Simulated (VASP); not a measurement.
Input of a VASP 6.6.1 run:

File INCAR:

```
SYSTEM = Pb
ALGO     = Normal         ! electronic algorithm
EDIFF    = 1E-6           ! SCF threshold, eV
ENCUT    = 500            ! plane-wave cutoff, eV
GGA      = PS             ! functional
GGA_COMPAT= .False.      
ISIF     = 2              ! what is computed and relaxed
ISMEAR   = 0              ! smearing method
LASPH    = .True.         ! aspherical terms in the spheres
LCHARG   = .False.        ! write CHGCAR
LREAL    = .False.        ! projectors in reciprocal space
LWAVE    = .False.        ! write WAVECAR
NBANDS   = 13             ! bands
NELM     = 120            ! most SCF steps
PREC     = Accurate       ! precision mode
SIGMA    = 0.1            ! smearing width, eV
```

Contents of KPOINTS:

```
k-points
0
Gamma
  16 16 16
  0 0 0
```

Contents of POSCAR:

```
Pb
1.0
    0.0000000000      2.2878568488      2.2878568488
    2.2878568488      0.0000000000      2.2878568488
    2.2878568488      2.2878568488      0.0000000000
Pb
1
Direct
    0.0000000000      0.0000000000      0.0000000000
```

Potentials or basis: VASP PAW PBE potentials, release 64 (Pb_d).

Run with:

```console
$ cat potpaw_PBE.64/Pb_d/POTCAR > POTCAR
$ mpirun -np 1 vasp_std > vasp.out
```

Problem. Predict the pressure.

Solution. 18.6 GPa.

Problem. Estimate the band gap on the k mesh.

Solution. Zero (band 7 reaches 19.43 eV, above the bottom of band 8 at 7.90 eV).

Caveat: the PAW data sets were made with another functional, which shifts forces and pressure a little; spin-orbit coupling is left out, which moves the levels of the heavy elements.
